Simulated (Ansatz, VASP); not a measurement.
Zn2GeN3: VASP beside Ansatz

The input INCAR:

```
ALGO = Normal
EDIFF = 1E-7
EDIFFG = -0.04
ENCUT = 600
GGA = PE
IBRION = 2
ISIF = 3
ISMEAR = 0
LASPH = T
LCHARG = F
LREAL = F
LWAVE = F
NELM = 100
NSW = 90
PREC = Accurate
SIGMA = 0.1
```

KPOINTS

```
k-points
0
Gamma
  4 4 6
```

Contents of POSCAR:

```
Zn2GeN3
1.0
    2.5166940368     -4.8793956039      0.0000000000
    2.5166940368      4.8793956039      0.0000000000
    0.0000000000      0.0000000000      3.0695954786
Zn Ge N
2 1 3
Direct
    0.0000000000      0.5000000000      0.5000000000
    0.5000000000      0.0000000000      0.5000000000
    0.5000000000      0.5000000000      0.0000000000
    0.3175775587      0.6824224413      0.0000000000
    0.6824224413      0.3175775587      0.0000000000
    0.0000000000      0.0000000000      0.5000000000
```

Input for Ansatz:

```yaml
crystal:
  lattice:
    - [2.5166940368, -4.8793956039, 0.0]
    - [2.5166940368, 4.8793956039, 0.0]
    - [0.0, 0.0, 3.0695954786]
  atoms:
    - { symbol: Zn, position: [0.0, 0.5, 0.5] }
    - { symbol: Zn, position: [0.5, 0.0, 0.5] }
    - { symbol: Ge, position: [0.5, 0.5, 0.0] }
    - { symbol: "N", position: [0.3175775587, 0.6824224413, 0.0] }
    - { symbol: "N", position: [0.6824224413, 0.3175775587, 0.0] }
    - { symbol: "N", position: [0.0, 0.0, 0.5] }
basis:
  ecutwfc: 420
kpoints:
  mp_grid: { grid: [4, 4, 6] }
hamiltonian:
  xc: pbe
scf:
  occupations: { method: gaussian, width: 0.1 }
  lower_state_search: "off"
output:
  forces: true
  stress: true
  eigenvalues: true
relax:
  adjacent_minimum: "off"
  f_tol: 0.04
  max_steps: 70
  cell: { stress_tol: 0.4 }
```

Change from the starting cell: species swapped into the CeAl2Cu3 type (Cmmm, No. 65).

Alike in both runs: task relaxation of cell and atoms; functional PBE; k mesh 4 × 4 × 6; occupations gaussian, width 0.1 eV; no spin polarisation.

|  | VASP | Ansatz |
| --- | --- | --- |
| version | VASP 6.6.1 | Ansatz 0.2.0 |
| potentials or method | VASP PAW PBE potentials, release 64 (Zn, Ge_d, N), cutoff 600 eV | scalar-relativistic, plane waves, PAW |
| valence electrons in the cell | 53 | 53 |

|  | VASP | Ansatz | Ansatz less VASP |
| --- | --- | --- | --- |
| gap on the k mesh at the Fermi level, each at its own relaxed structure (eV) | none | none | - |
| relaxed volume (Å³/atom) | 12.69 | 12.63 | -0.064 |
| relaxed length of the cell vector where the two differ most in proportion (Å) | 3.055 | 3.042 | -0.0126 |

A gap of «none» marks a metal or a gap that the smearing closes.
